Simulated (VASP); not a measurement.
# Ca32H (a cell with a defect) in VASP: a series of runs, part 2 of 2

VASP 6.6.1. Earlier steps stand in the parts before.

### Step 3. Single point, PBEsol

INCAR

```
PREC = Accurate
ENCUT = 520
EDIFF = 1E-6
ISMEAR = -1
SIGMA = 0.05
LREAL = Auto
LASPH = T
NELM = 60
ALGO = Normal
ISIF = 2
LWAVE = F
LCHARG = F
GGA = PS
NBANDS = 182
```

KPOINTS

```
regular mesh
0
Gamma
  1 1 1
```

POSCAR

```
Ca32H
1.0
   11.1600000000      0.0000000000      0.0000000000
    0.0000000000     11.1600000000      0.0000000000
    0.0000000000      0.0000000000     11.1600000000
Ca H
32 1
Direct
    0.5246146953      0.0099551971      0.0336738351
    0.7725716846      0.3083064516      0.0251881720
    0.7640770609      0.0073655914      0.2440501792
   -0.0191308244      0.0035035842     -0.0068010753
    0.2249910394      0.2413709677     -0.0295430108
    0.4934587814      0.5309946237      0.0272401434
    0.7679211470      0.7402956989     -0.0231451613
    0.2402777778     -0.0092473118      0.2693010753
    0.5161827957      0.2499283154      0.2804211470
    0.7530734767      0.5001881720      0.2982706093
    0.4898835125      0.0215412186      0.4493458781
    0.7667652330      0.2661200717      0.5047939068
    0.6857706093     -0.0427240143      0.7122132616
   -0.0064695341      0.5217025090      0.0310931900
    0.2915501792      0.7466845878     -0.0271236559
   -0.0233512545      0.2316577061      0.2582974910
    0.2293637993      0.5256272401      0.2323028674
    0.5224462366      0.7449283154      0.2624641577
    0.0142204301      0.0018100358      0.4813888889
    0.2393100358      0.2377956989      0.5041577061
    0.4877777778      0.4676523297      0.4880465950
    0.7286648746      0.7227777778      0.4814516129
    0.3017293907      0.0047043011      0.7379480287
    0.5680017921      0.2726881720      0.7038709677
    0.7882258065      0.5051523297      0.7571415771
   -0.0000806452      0.7510931900      0.2675000000
   -0.0136111111      0.4934946237      0.4981003584
    0.1962455197      0.7174103943      0.5097580645
   -0.0137903226      0.2423028674      0.7683333333
    0.2404121864      0.5143189964      0.7445519713
    0.4921594982      0.7057078853      0.7295698925
   -0.0195698925      0.7859856631      0.7257258065
    0.6168100358      0.3765949821      0.3839247312
```

Potentials or basis: VASP PAW PBE potentials, release 64 (Ca_sv, H).

The run is started by

```bash
> cat potpaw_PBE.64/Ca_sv/POTCAR potpaw_PBE.64/H/POTCAR > POTCAR
> mpirun -np 1 vasp_gam > vasp.out
```

It took 12 min on 1 thread of Intel Xeon Platinum 8259CL at 2.50GHz (Skylake/Cascade Lake), shared host; peak memory 1 GiB.

It converged, with:

- Free energy: -69.5745 eV
- Pressure: -0.2 GPa
- Largest force: 1.692 eV/Å
- Band gap on the k mesh: zero (an odd number of electrons rules out a gap without spin polarisation)

Forces in eV/Å, atoms in the order of the input:
```
Ca  -0.253  0.004 -0.366
Ca  -0.659 -0.616 -0.237
Ca  -0.238 -0.317  0.296
Ca   0.252 -0.187  0.107
Ca   0.517  0.223  0.583
Ca   0.523 -0.957 -0.307
Ca  -0.594  0.212  0.451
Ca   0.109 -0.094 -0.833
Ca  -0.023  0.620 -0.837
Ca  -0.420 -0.551 -0.974
Ca   0.267 -0.736  0.858
Ca  -0.020 -0.292 -0.694
Ca   0.369  0.445  0.219
Ca   0.414 -0.062 -0.476
Ca  -0.874  0.809  0.309
Ca   0.760  0.519 -0.175
Ca   0.461 -0.527  0.391
Ca  -0.564  0.294 -0.270
Ca  -0.468  0.086  0.548
Ca  -0.023  0.500  0.081
Ca  -0.200  0.652 -0.224
Ca   0.423  0.682  0.905
Ca  -0.172 -0.255 -0.022
Ca  -1.040 -0.344  1.290
Ca  -0.310  0.251 -0.167
Ca  -0.426  0.304 -0.462
Ca   0.481 -0.278  0.134
Ca   1.177  0.630 -0.117
Ca  -0.137 -0.115 -0.544
Ca  -0.308 -0.673  0.309
Ca   0.282  0.141 -0.215
Ca   0.199 -0.211  0.368
H    0.497 -0.156  0.073
```

Stress tensor (GPa, compression positive):
```
-0.48  0.05  0.03
 0.05 -0.13  0.06
 0.03  0.06 -0.14
```

Levels at points of the mesh, in eV from the Fermi level:
```
           k point  band 156  band 157  band 158  band 159  band 160  band 161  band 162  band 163  band 164  band 165
(0.00, 0.00, 0.00)     -0.32     -0.27     -0.24     -0.16     -0.02      0.02      0.06      0.07      0.11      0.14
```

Caveat: the k points lie up to 0.56 Å⁻¹ apart, too coarse for converged energies and pressures of a metal; the PAW data sets were made with another functional, which shifts forces and pressure a little.

### Step 4. Single point, PBEsol

INCAR

```
PREC = Accurate
ENCUT = 520
EDIFF = 1E-6
ISMEAR = -1
SIGMA = 0.05
LREAL = Auto
LASPH = T
NELM = 100
ALGO = Normal
ISIF = 2
LWAVE = F
LCHARG = T
GGA = PS
LELF = T
LVHAR = T
NBANDS = 182
```

KPOINTS

```
Automatic mesh
0
Gamma
  1 1 1
```

POSCAR

```
Ca32H
1.0
   11.1600000000      0.0000000000      0.0000000000
    0.0000000000     11.1600000000      0.0000000000
    0.0000000000      0.0000000000     11.1600000000
Ca H
32 1
Direct
    0.4900089606      0.0113261649      0.0425896057
    0.7262903226      0.2826254480     -0.0123476703
    0.7485752688      0.0242831541      0.2788261649
   -0.0365949821     -0.0073118280     -0.0076971326
    0.2141487455      0.2490949821      0.0206272401
    0.4864516129      0.5171594982      0.0370698925
    0.7417562724      0.7386648746     -0.0094802867
    0.2234050179      0.0291845878      0.2003584229
    0.5462096774      0.2482526882      0.2736827957
    0.7499372760      0.4946684588      0.2716935484
    0.4807526882     -0.0043727599      0.4926523297
    0.7668369176      0.2417025090      0.4775896057
    0.7243369176      0.0011738351      0.7183691756
   -0.0087813620      0.4794086022     -0.0110842294
    0.2441218638      0.7489874552     -0.0147491039
    0.0052240143      0.2465770609      0.2165412186
    0.2150358423      0.4772222222      0.2754749104
    0.4959677419      0.7659767025      0.2379121864
    0.0040053763      0.0067114695      0.4904480287
    0.2033333333      0.2444713262      0.5261738351
    0.4919265233      0.4776881720      0.4755734767
    0.7499641577      0.7408512545      0.4952419355
    0.2671326165      0.0136648746      0.8118189964
    0.5364336918      0.2468189964      0.6971684588
    0.7996236559      0.4878225806      0.7127060932
    0.0037724014      0.7641487455      0.2357437276
   -0.0107885305      0.4789695341      0.4824462366
    0.2338172043      0.7485215054      0.5403136201
   -0.0285663082      0.2095967742      0.7546057348
    0.1904569892      0.4801523297      0.7689157706
    0.5163530466      0.6699283154      0.7431720430
    0.0068458781      0.7548655914      0.7837007168
    0.6318010753      0.3797759857      0.3928136201
```

The run is started by

```bash
> cat potpaw_PBE.64/Ca_sv/POTCAR potpaw_PBE.64/H/POTCAR > POTCAR
> mpirun -np 1 vasp_gam > vasp.out
```

Run time: 12 min. Hardware: 1 thread of Intel Xeon Platinum 8259CL at 2.50GHz (Skylake/Cascade Lake), shared host; peak memory 1 GiB.

It converged, with:

```yaml
Free_energy: -70.1052 eV
Pressure: -0.4 GPa
Largest_force: 1.532 eV/Å
Band_gap_on_the_k_mesh: zero (an odd number of electrons rules out a gap without spin polarisation)
```

Forces in eV/Å, atoms in the order of the input:
```
Ca   0.539  0.066 -0.577
Ca   0.084 -0.344  0.017
Ca   0.162 -0.996 -0.620
Ca  -0.002  0.195  0.171
Ca   0.968  0.639 -1.001
Ca  -0.276 -0.511 -0.129
Ca  -0.088 -0.042  0.085
Ca   0.389 -0.874  1.032
Ca  -1.098  0.280 -0.145
Ca  -0.123 -0.013 -0.203
Ca  -0.221 -0.153 -0.201
Ca   0.019  0.662  0.369
Ca   0.142 -0.615  0.343
Ca  -0.323  0.513  0.604
Ca   0.318 -0.243  0.401
Ca  -1.234  0.006  0.847
Ca   0.710  0.365 -0.487
Ca  -0.199 -0.162  0.613
Ca  -0.057 -0.455  0.091
Ca   0.815 -0.017 -0.276
Ca  -0.103  0.395 -0.001
Ca   0.027  0.182  0.044
Ca  -0.059 -0.068 -0.802
Ca  -0.651  0.502  0.666
Ca  -0.548  0.056  0.406
Ca  -0.130 -0.252  0.083
Ca   0.241  0.360  0.140
Ca   0.232 -0.123 -0.249
Ca   0.091  0.333  0.089
Ca   0.851 -0.049 -0.511
Ca  -0.274  0.496  0.059
Ca  -0.497  0.141 -0.596
H    0.296 -0.272 -0.261
```

Stress tensor (GPa, compression positive):
```
-0.46 -0.10 -0.27
-0.10 -0.31  0.05
-0.27  0.05 -0.29
```

Levels at points of the mesh, in eV from the Fermi level:
```csv
k point,band 158,band 159,band 160,band 161,band 162,band 163
"(0.00, 0.00, 0.00)",-0.24,-0.18,-0.02,0.01,0.05,0.10
```

Caveat: the k points lie up to 0.56 Å⁻¹ apart, too coarse for converged energies and pressures of a metal; the PAW data sets were made with another functional, which shifts forces and pressure a little.

### Step 5. The runs side by side

```csv
cell,gap on the mesh (eV),pressure (GPa),largest force (eV/Å)
"as given, atomic positions A",none,-0.4,1.87
"as given, atomic positions B",none,-0.2,1.69
"as given, atomic positions C",none,-0.4,1.53
```

Alike in all rows: task single point; level PBEsol; potentials or basis VASP PAW PBE potentials, release 64 (Ca_sv, H); no spin polarisation; k mesh 1 × 1 × 1; cutoff (eV) 520; smearing fermi-dirac 0.05 eV.

Caveats: all runs use coarse meshes; the PAW data sets were made with another functional, which shifts forces and pressure a little.

Total energies depend on the potentials used, so only differences within one code and one set of settings carry meaning.
